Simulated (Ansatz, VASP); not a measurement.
## Two plane-wave programs on Ti

```
Ti
1.0
     0.00000    1.86834    2.01837
     1.86834    0.00000    2.01837
     1.86834    1.86834    0.00000
Ti
1
Direct
  0.00000 0.00000 0.00000
```

Alike in both runs: task single point; functional LDA; k mesh 22 × 22 × 22; occupations gaussian, width 0.15 eV; no spin polarisation.

|  | VASP | Ansatz |
| --- | --- | --- |
| version | VASP 6.6.1 | Ansatz 0.2.0 |
| potentials or method | VASP PAW LDA potentials, release 64 (Ti_sv), cutoff 520 eV | scalar-relativistic, plane waves, PAW |
| valence electrons in the cell | 12 | 12 |

|  | VASP | Ansatz | Ansatz less VASP |
| --- | --- | --- | --- |
| gap on the k mesh at the Fermi level (eV) | none | none | - |
| pressure (GPa) | 18.8 | 19.2 | +0.41 |
| traceless stress, the component that is largest in VASP (GPa) | -1.12 | -1.06 | +0.062 |

Ansatz warns that its potentials were made for another functional, while VASP's fit it. LDA's correlation is that of Perdew and Zunger in VASP and of Perdew and Wang (1992) in Ansatz. A gap of «none» marks a metal or a gap that the smearing closes.
